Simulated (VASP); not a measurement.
Set up this calculation in VASP 6.6.1, as the native input.

```
Task                   : single point
Functional             : PBEsol
Potentials or basis    : VASP PAW PBE potentials, release 64 (Hg, P)
Cutoff                 : 520 eV
k mesh                 : 10 × 10 × 6
Occupations            : gaussian, width 0.05 eV
Spin                   : no spin polarisation
Dipole correction      : no
Further INCAR settings : ALGO = Normal; EDIFF = 1e-07; NBANDS = 25
```

The structure of HgP lies in POSCAR:

```
HgP
1.0
    3.6080160989      0.0000000000      0.0000000000
   -1.8040080494      3.1246335989      0.0000000000
    0.0000000000      0.0000000000      6.8308550239
Hg P
2 2
Direct
    0.0000000000      0.0000000000      0.0000000000
    0.0000000000      0.0000000000      0.5000000000
    0.3333333333      0.6666666667      0.2500000000
    0.6666666667      0.3333333333      0.7500000000
```

This cell differs from its parent crystal: volume scaled by 0.960.

These files were run (other wordings do the same):

INCAR

```
ALGO = Normal
EDIFF = 1E-7
ENCUT = 520
GGA = PS
ISIF = 2
ISMEAR = 0
LASPH = True
LCHARG = False
LREAL = False
LWAVE = False
NBANDS = 25
NELM = 60
PREC = Accurate
SIGMA = 0.05
```

KPOINTS

```
k-points
0
Gamma
  10 10 6
```

Potentials or basis: VASP PAW PBE potentials, release 64 (Hg, P).

The run is started by

```console
$ cat potpaw_PBE.64/Hg/POTCAR potpaw_PBE.64/P/POTCAR > POTCAR
$ mpirun -np 1 vasp_std > vasp.out
```

Results of the run:

```yaml
Pressure: 4.4 GPa
Band_gap_on_the_k_mesh: zero (band 17 reaches 6.63 eV, above the bottom of band 18 at 3.55 eV)
```

Caveat: the PAW data sets were made with another functional, which shifts forces and pressure a little; spin-orbit coupling is left out, which moves the levels of the heavy elements.

Wall time 98 s on 1 thread of Oxide Virtual Turin-like Processor, on a shared host, peak memory 0.22 GiB.
